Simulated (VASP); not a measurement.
Runs of VASP 6.6.1 on BN. The structure is that of space group P6_3mc (No. 186), or close to it. The cells are those of the table. 

| potentials or basis | cell | cutoff (eV) | second run | gap on the mesh (eV) | pressure (GPa) | largest force (eV/Å) |
| --- | --- | --- | --- | --- | --- | --- |
| VASP PAW PBE potentials, release 64 (B_h, N_h) | a = 2.516, b = 2.516, c = 4.227 Å, angles 90.0, 90.0, 120.0°, 4 atoms | 910 | hard_potentials | 5.64 | 6.7 | - |
| VASP PAW PBE potentials, release 64 (B, N) | a = 2.528, b = 2.528, c = 4.227 Å, angles 90.0, 90.0, 120.0°, 4 atoms | 520 | - | 5.66 | (b) | 0.01 |
| VASP PAW PBE potentials, release 64 (B, N) | a = 2.567, b = 2.567, c = 4.227 Å, angles 90.0, 90.0, 120.0°, 4 atoms | 520 | - | 5.75 | -7.4 | 0.02 |
| VASP PAW PBE potentials, release 64 (B, N) | a = 2.541, b = 2.541, c = 4.227 Å, angles 90.0, 90.0, 120.0°, 4 atoms | 520 | - | 5.69 | 0.2 | 0.02 |
| VASP PAW PBE potentials, release 64 (B, N) | a = 2.599, b = 2.599, c = 4.227 Å, angles 90.0, 90.0, 120.0°, 4 atoms | 520 | - | 5.82 | -15.8 | 0.02 |
| VASP PAW PBE potentials, release 64 (B_h, N_h) | a = 2.592, b = 2.592, c = 4.227 Å, angles 90.0, 90.0, 120.0°, 4 atoms | 910 | hard_potentials | 5.82 | -15.7 | 0.02 |
| VASP PAW PBE potentials, release 64 (B_h, N_h) | a = 2.528, b = 2.528, c = 4.227 Å, angles 90.0, 90.0, 120.0°, 4 atoms | 910 | hard_potentials | 5.67 | 2.5 | 0.01 |
| VASP PAW PBE potentials, release 64 (B, N) | a = 2.605, b = 2.605, c = 4.227 Å, angles 90.0, 90.0, 120.0°, 4 atoms | 520 | - | (a) | -17.4 | 0.02 |

Alike in all rows: task single point; level r2SCAN; no spin polarisation; k mesh 12 × 12 × 6; smearing gaussian 0.05 eV.

Question: Fill in the values left out.

Answer: (a) 5.84; (b) 4.2.

Caveats: the PAW data sets were made with another functional, which shifts forces and pressure a little; the cutoff is under 1.25 times the usual one of these potentials, so pressure, stress and relaxed cells hold a basis-set (Pulay) error (some runs).

A k mesh can miss the band edges.
